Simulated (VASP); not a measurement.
Set up this calculation in VASP 6.6.1, as the native input.

```yaml
Task: single point
Functional: HSE06
Potentials_or_basis: VASP PAW PBE potentials, release 64 (K_sv, Ba_sv, I)
Cutoff: 400 eV
k_mesh: 2 × 2 × 2
Occupations: gaussian, width 0.01 eV
Spin: no spin polarisation
Dipole_correction: no
Grid_for_exact_exchange_PRECFOCK: Normal
Further_INCAR_settings: ALGO = Normal; EDIFF = 1e-06; NBANDS = 28
Share_of_exact_exchange: 0.25
Screening_parameter: 0.2079 1/Å
```

The system is KBaI3.

```
CELL_PARAMETERS angstrom
6.58481 0.00000 0.00000
0.00000 6.58481 0.00000
0.00000 0.00000 6.58481
ATOMIC_POSITIONS crystal
K 0.00000 0.00000 0.00000
Ba 0.50000 0.50000 0.50000
I 0.50000 0.50000 0.00000
I 0.50000 0.00000 0.50000
I 0.00000 0.50000 0.50000
```

This cell differs from its parent crystal: strain -2.0%.

One way to write it, as run:

POSCAR

```
KBaI3
1.0
    6.5848066391      0.0000000000      0.0000000000
    0.0000000000      6.5848066391      0.0000000000
    0.0000000000      0.0000000000      6.5848066391
K Ba I
1 1 3
Direct
    0.0000000000      0.0000000000      0.0000000000
    0.5000000000      0.5000000000      0.5000000000
    0.5000000000      0.5000000000      0.0000000000
    0.5000000000      0.0000000000      0.5000000000
    0.0000000000      0.5000000000      0.5000000000
```

INCAR.step1

```
SYSTEM = KBaI3
PREC = Accurate ; ENCUT = 400
EDIFF = 1E-5 ; ISMEAR = 0
SIGMA = 0.01 ; LREAL = .False.
LASPH = .True. ; NELM = 120
ALGO = Normal ; ISIF = 2
LWAVE = .True. ; LCHARG = .False.
GGA = PE ; NBANDS = 28
GGA_COMPAT = .False.
```

INCAR.step2

```
SYSTEM = KBaI3
PREC = Accurate ; ENCUT = 400
EDIFF = 1E-6 ; ISMEAR = 0
SIGMA = 0.01 ; LREAL = .False.
LASPH = .True. ; NELM = 120
ALGO = Normal ; ISIF = 2
LWAVE = .False. ; LCHARG = .False.
GGA = PE ; LHFCALC = .True.
HFSCREEN = 0.2079 ; PRECFOCK = Normal
ISTART = 1 ; NBANDS = 28
GGA_COMPAT = .False.
```

KPOINTS

```
regular mesh
0
Gamma
  2 2 2
  0 0 0
```

Potentials or basis: VASP PAW PBE potentials, release 64 (K_sv, Ba_sv, I).

Launch:

```sh
$ cat potpaw_PBE.64/K_sv/POTCAR potpaw_PBE.64/Ba_sv/POTCAR potpaw_PBE.64/I/POTCAR > POTCAR
$ cp INCAR.step1 INCAR
$ mpirun -np 1 vasp_std > vasp.out
$ cp INCAR.step2 INCAR
$ mpirun -np 1 vasp_std > vasp.out
```

It gave:

The pressure is 1.2 GPa. The band gap on the k mesh is 4.06 eV (least direct gap 4.23 eV).

Caveat: the k points lie up to 0.48 Å⁻¹ apart; the cell differs from its parent crystal (strain -2.0%); the PAW data sets were made with another functional, which shifts forces and pressure a little; spin-orbit coupling is left out, which moves the levels of the heavy elements.

Run time: 12 min on 1 thread of AMD EPYC 7R43 64-Core Processor (Zen 3), on a shared host, peak memory 0.43 GiB.
